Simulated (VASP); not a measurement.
# BeS in VASP: a series of runs

Aim: see how the results for BeS move with the level of theory and the settings. Levels: r2SCAN, HSE06. Tasks: single point.

All numbers are computed with VASP 6.6.1; they aren't measurements. Logs are shortened: lines on timing, memory, paths and dates and some standing lists are left out, and cuts for length are marked.

## (1) The cell of the first run

It takes space group F-43m (No. 216, cubic). Conventional cell: a = 5.023 Å, b = 5.023 Å, c = 5.023 Å, α = 90.00°, β = 90.00°, γ = 90.00°. Within 2.9 Å of Be (site symmetry -43m) lie 4 S at 2.18 Å. Within 2.9 Å of S (site symmetry -43m) lie 4 Be at 2.18 Å.

## (2) Single point, r2SCAN (strain +3.2%)

File POSCAR:

```
BeS
1.0
    0.0000000000      2.5114737379      2.5114737379
    2.5114737379      0.0000000000      2.5114737379
    2.5114737379      2.5114737379      0.0000000000
Be S
1 1
Direct
    0.0000000000      0.0000000000      0.0000000000
    0.2500000000      0.2500000000      0.2500000000
```

File INCAR.step1:

```
PREC = Accurate
ENCUT = 520
ISMEAR = 0
SIGMA = 0.01
LREAL = F
LASPH = T
NELM = 80
NBANDS = 11
GGA = PE
ALGO = Normal
EDIFF = 1E-4
LWAVE = T
LCHARG = F
```

File INCAR.step2:

```
PREC = Accurate
ENCUT = 520
EDIFF = 1E-7
ISMEAR = 0
SIGMA = 0.01
LREAL = F
LASPH = T
NELM = 80
ALGO = Normal
ISIF = 2
LWAVE = F
LCHARG = F
METAGGA = R2SCAN
LMIXTAU = T
NBANDS = 11
ISTART = 1
```

File KPOINTS:

```
Automatic mesh
0
Gamma
  10 10 10
```

Potentials or basis: VASP PAW PBE potentials, release 64 (Be, S).

Run with:

```bash
$ cat potpaw_PBE.64/Be/POTCAR potpaw_PBE.64/S/POTCAR > POTCAR
$ cp INCAR.step1 INCAR
$ mpirun -np 1 vasp_std > vasp.out
$ cp INCAR.step2 INCAR
$ mpirun -np 1 vasp_std > vasp.out
```

OUTCAR:

```text
PREC = Accurate
   ENCUT = 520
   EDIFF = 1E-7
   ISMEAR = 0
   LREAL = F
   LASPH = T
   NELM = 80
   ISIF = 2
   METAGGA = R2SCAN
   ISTART = 1

 ion  position               nearest neighbor table
   1  0.000  0.000  0.000-   2 2.18   2 2.18   2 2.18   2 2.18
   2  0.250  0.250  0.250-   1 2.18   1 2.18   1 2.18   1 2.18

  LATTYP: Found a face centered cubic cell.
 ALAT       =     5.0229474758

  Lattice vectors:

 A1 = (   0.0000000000,   2.5114737379,   2.5114737379)
 A2 = (   2.5114737379,   0.0000000000,   2.5114737379)
 A3 = (   2.5114737379,   2.5114737379,   0.0000000000)

Analysis of symmetry for initial positions (statically):
=====================================================================
 Subroutine PRICEL returns:
 Original cell was already a primitive cell.

 Routine SETGRP: Setting up the symmetry group for a
 face centered cubic supercell.

 Subroutine GETGRP returns: Found 24 space group operations
 (whereof 24 operations were pure point group operations)
 out of a pool of 48 trial point group operations.

The static configuration has the point symmetry T_d .

Analysis of symmetry for dynamics (positions and initial velocities):
=====================================================================
 Subroutine PRICEL returns:
 Original cell was already a primitive cell.

 Routine SETGRP: Setting up the symmetry group for a
 face centered cubic supercell.

 Subroutine GETGRP returns: Found 24 space group operations
 (whereof 24 operations were pure point group operations)
 out of a pool of 48 trial point group operations.

The dynamic configuration has the point symmetry T_d .

 Subroutine INISYM returns: Found 24 space group operations
 (whereof 24 operations are pure point group operations),
 and found     1 'primitive' translations

----------------------------------------------------------------------------------------

                                     Primitive cell

  volume of cell :      31.6822

  direct lattice vectors                    reciprocal lattice vectors
     0.000000000  2.511473738  2.511473738    -0.199086294  0.199086294  0.199086294
     2.511473738  0.000000000  2.511473738     0.199086294 -0.199086294  0.199086294
     2.511473738  2.511473738  0.000000000     0.199086294  0.199086294 -0.199086294

  length of vectors
     3.551760222  3.551760222  3.551760222     0.344827577  0.344827577  0.344827577

  position of ions in fractional coordinates (direct lattice)
     0.000000000  0.000000000  0.000000000
     0.250000000  0.250000000  0.250000000

  ion indices of the primitive-cell ions
   primitive index   ion index
                 1           1
                 2           2

----------------------------------------------------------------------------------------

 KPOINTS: Automatic mesh

Automatic generation of k-mesh.
 Grid dimensions read from file:
 generate k-points for:   10   10   10

 Generating k-lattice:

  Cartesian coordinates                     Fractional coordinates (reciprocal lattice)
    -0.019908629  0.019908629  0.019908629     0.100000000  0.000000000  0.000000000
     0.019908629 -0.019908629  0.019908629     0.000000000  0.100000000  0.000000000
     0.019908629  0.019908629 -0.019908629     0.000000000  0.000000000  0.100000000

  Length of vectors
     0.034482758  0.034482758  0.034482758

  Shift w.r.t. Gamma in fractional coordinates (k-lattice)
     0.000000000  0.000000000  0.000000000

 Subroutine IBZKPT returns following result:
 ===========================================

 Found     47 irreducible k-points:

 Following reciprocal coordinates:
            Coordinates               Weight
  0.000000  0.000000  0.000000      1.000000
  0.100000  0.000000  0.000000      8.000000
  0.200000  0.000000  0.000000      8.000000
  0.300000  0.000000  0.000000      8.000000
  0.400000  0.000000  0.000000      8.000000
  0.500000  0.000000  0.000000      4.000000
[... 16 lines left out ...]
  0.300000  0.300000  0.000000      6.000000
  0.400000  0.300000  0.000000     24.000000
 [... further k-points ...]
   k-points           NKPTS =     47   k-points in BZ     NKDIM =     47   number of bands    NBANDS=     11
   number of dos      NEDOS =    301   number of ions     NIONS =      2
   total plane-waves  NPLWV =  21952
   dimension x,y,z NGX =    28 NGY =   28 NGZ =   28
   dimension x,y,z NGXF=    56 NGYF=   56 NGZF=   56
   ions per type =               1   1
   NGX,Y,Z   is equivalent  to a cutoff of  13.11, 13.11, 13.11 a.u.
   NGXF,Y,Z  is equivalent  to a cutoff of  26.21, 26.21, 26.21 a.u.
 SYSTEM =  unknown system
   PREC   = accura    normal or accurate (medium, high low for compatibility)
   ISTART =      1    job   : 0-new  1-cont  2-samecut
   ICHARG =      0    charge: 1-file 2-atom 10-const
   ISPIN  =      1    spin polarized calculation?
   LNONCOLLINEAR =      F non collinear calculations
   LSORBIT =      F    spin-orbit coupling
   LASPH  =      T    aspherical Exc in radial PAW
   ENCUT  =  520.0 eV  38.22 Ry    6.18 a.u.   6.60  6.60  6.60*2*pi/ulx,y,z
   NELM   =     80;   NELMIN=  2; NELMDL=  0     # of ELM steps
   EDIFF  = 0.1E-06   stopping-criterion for ELM
   LREAL  =      F    real-space projection
   EDIFFG = 0.1E-05   stopping-criterion for IOM
   NSW    =      0    number of steps for IOM
   IBRION =     -1    ionic relax: 0-MD 1-quasi-New 2-CG
   NFREE  =      0    steps in history (QN), initial steepest desc. (CG)
   ISIF   =      2    stress and relaxation
   ISYM   =      2    0-nonsym 1-usesym 2-fastsym
   POTIM  = 0.5000    time-step for ionic-motion
   TEBEG  =    0.0;   TEEND  =   0.0 temperature during run
   PSTRESS=    0.0 pullay stress
   NELECT =       8.0000    total number of electrons
   NUPDOWN=      -1.0000    fix difference up-down
   EMIN   =  10.00;   EMAX   =-10.00  energy-range for DOS
   EFERMI =   0.00;   METHOD = LEGACY
   ISMEAR =     0;   SIGMA  =   0.01  broadening in eV -4-tet -1-fermi 0-gaus
   EFERMI_NEDOS =   21; number of points for ismear=-14 and -15
   IALGO  =     38    algorithm
   IMIX   =      4    mixing-type and parameters
     AMIX     =   0.40;   BMIX     =  1.00
     AMIX_MAG =   1.60;   BMIX_MAG =  1.00
  volume/ion in A,a.u.               =      15.84       106.90
  Fermi-wavevector in a.u.,A,eV,Ry     =   1.034744  1.955382 14.567688  1.070695
  Thomas-Fermi vector in A             =   2.169054
   LORBIT       =      0    0 simple, 1 ext, 2 COOP (PROOUT), +10 PAW based schemes
   METAGGA = R2SCAN    functional components
   LHFCALC =     F    Hartree Fock is set to
   AEXX    =    0.0000 exact exchange contribution
   IVDW    =     0    specifies the selected vdW correction
   LEPSILON=     F    determine dielectric tensor
   LRPA    =     F    only Hartree local field effects (RPA)
 non-spin polarized calculation
 Gauss-broadening in eV      SIGMA  =   0.01
  energy-cutoff  :      520.00
  volume of cell :       31.68
 maximum number of plane-waves:       875
   NGX = 13   NGY = 13   NGZ = 13

 number of electron       8.0000001 magnetization

 Free energy of the ion-electron system (eV)
  ---------------------------------------------------
  ext. energy  EPLUGINS =         0.00000000
  ---------------------------------------------------
  free energy    TOTEN  =       -14.71844693 eV

  energy without entropy =      -14.71844693  energy(sigma->0) =      -14.71844693

 E-fermi :   2.9878     XC(G=0):  -9.7353

 val. band max:        2.9298899975   @ k =   0.0000   0.0000   0.0000
 cond. band min:       6.7122558619   @ k =   0.5000   0.5000   0.0000
 fundamental gap:      3.7823658644
 Fermi energy:         2.9878033172

 k-point     1 :       0.0000    0.0000    0.0000
  band No.  band energies     occupation
      1     -10.6805      2.00000
      2       2.9299      2.00000
      3       2.9299      2.00000
      4       2.9299      2.00000
      5       8.7030      0.00000
      6       9.2231      0.00000
      7       9.2231      0.00000
      8       9.2231      0.00000
      9      16.1471      0.00000
     10      16.1471      0.00000
     11      17.9620      0.00000

 k-point     2 :       0.1000    0.0000    0.0000
  band No.  band energies     occupation
      1     -10.5773      2.00000
      2       2.1827      2.00000
      3       2.8172      2.00000
      4       2.8172      2.00000
      5       8.8651      0.00000
      6       9.4412      0.00000
      7       9.4412      0.00000
      8       9.8144      0.00000
      9      15.6802      0.00000
     10      15.6802      0.00000
     11      18.0327      0.00000

 k-point     3 :       0.2000    0.0000    0.0000
  band No.  band energies     occupation
      1     -10.2853      2.00000
      2       0.6728      2.00000
      3       2.5545      2.00000
      4       2.5545      2.00000
      5       8.8289      0.00000
      6       9.8903      0.00000
      7       9.8903      0.00000
      8      11.3767      0.00000
      9      15.2150      0.00000
     10      15.2150      0.00000
     11      17.7997      0.00000

 k-point     4 :       0.3000    0.0000    0.0000
  band No.  band energies     occupation
      1      -9.8676      2.00000
      2      -0.8317      2.00000
      3       2.2776      2.00000
      4       2.2776      2.00000
      5       8.7385      0.00000
      6      10.1483      0.00000
      7      10.1483      0.00000
      8      12.9812      0.00000
      9      15.6266      0.00000
     10      15.6266      0.00000
     11      17.4576      0.00000

 k-point     5 :       0.4000    0.0000    0.0000
  band No.  band energies     occupation
      1      -9.4618      2.00000
      2      -1.9452      2.00000
      3       2.0817      2.00000
      4       2.0817      2.00000
      5       8.6640      0.00000
      6      10.1300      0.00000
      7      10.1300      0.00000
      8      14.0882      0.00000
      9      16.9581      0.00000
     10      16.9581      0.00000
     11      17.6775      0.00000
[... 211 lines left out ...]
 k-point    21 :      -0.3000    0.2000    0.0000
  band No.  band energies     occupation
      1      -9.3428      2.00000
      2      -1.3538      2.00000
      3       0.4197      2.00000
      4       1.9543      2.00000
      5       9.3190      0.00000
      6      11.0176      0.00000
      7      11.1056      0.00000
      8      12.7893      0.00000
      9      14.7591      0.00000
     10      17.0136      0.00000
     11      19.6535      0.00000

 k-point    22 :      -0.2000    0.2000    0.0000
  band No.  band energies     occupation
      1      -9.7261      2.00000
      2      -0.5375      2.00000
      3       0.8534      2.00000
      4       2.3271      2.00000
      5       9.6584      0.00000
      6      10.5391      0.00000
      7      10.7033      0.00000
      8      11.7760      0.00000
      9      14.0846      0.00000
     10      17.6818      0.00000
     11      18.6700      0.00000

 k-point    23 :       0.3000    0.3000    0.0000
  band No.  band energies     occupation
      1      -9.5962      2.00000
      2      -0.3048      2.00000
      3       1.1935      2.00000
      4       1.1935      2.00000
      5       7.6385      0.00000
      6       9.3797      0.00000
      7      12.9661      0.00000
      8      12.9661      0.00000
      9      15.0756      0.00000
     10      17.9332      0.00000
     11      20.5005      0.00000

 k-point    24 :       0.4000    0.3000    0.0000
  band No.  band energies     occupation
      1      -9.2765      2.00000
      2      -0.9616      2.00000
      3       0.7538      2.00000
      4       0.9873      2.00000
      5       7.6042      0.00000
      6       9.2757      0.00000
      7      13.3382      0.00000
      8      13.5492      0.00000
      9      16.6056      0.00000
     10      18.6126      0.00000
     11      19.9031      0.00000

 [... further k-points ...]
[... 5 lines left out ...]
  --------------------------------------------------------------------------------------
  -------------------------------------------------------------------------------------
  Total       -1.4818047     -1.4818047     -1.4818047      0.0000000      0.0000000     -0.0000000
  in kB      -74.9351572    -74.9351572    -74.9351572      0.0000000      0.0000000     -0.0000000
  external PRESSURE =     -74.9351572 kB  Pullay stress =       0.0000000 kB

 VOLUME and BASIS-vectors are now :
 -----------------------------------------------------------------------------
  energy-cutoff  :      520.00
  volume of cell :       31.68
      direct lattice vectors                 reciprocal lattice vectors
     0.000000000  2.511473738  2.511473738    -0.199086294  0.199086294  0.199086294
     2.511473738  0.000000000  2.511473738     0.199086294 -0.199086294  0.199086294
     2.511473738  2.511473738  0.000000000     0.199086294  0.199086294 -0.199086294

 POSITION                                       TOTAL-FORCE (eV/Angst)
 -----------------------------------------------------------------------------------
      0.00000      0.00000      0.00000         0.000000      0.000000      0.000000
      1.25574      1.25574      1.25574        -0.000000     -0.000000     -0.000000
 -----------------------------------------------------------------------------------
    total drift:                                0.000000      0.000000      0.000000

  FREE ENERGIE OF THE ION-ELECTRON SYSTEM (eV)
  ---------------------------------------------------
  free  energy   TOTEN  =       -14.7184469295 eV

  energy  without entropy=      -14.7184469295  energy(sigma->0) =      -14.71844693
```

Wall time 74 s (1 thread of Intel Xeon Platinum 8259CL at 2.50GHz (Skylake/Cascade Lake), shared host); peak memory 0.16 GiB.

Results:

```yaml
Free_energy: -14.7184 eV
Pressure: -7.5 GPa
Band_gap_on_the_k_mesh: 3.78 eV (least direct gap 5.77 eV)
```

Caveat: the cell differs from its parent crystal (strain +3.2%); the cell stands under tension; the PAW data sets were made with another functional, which shifts forces and pressure a little.

(Continued in part 2 of 2.)
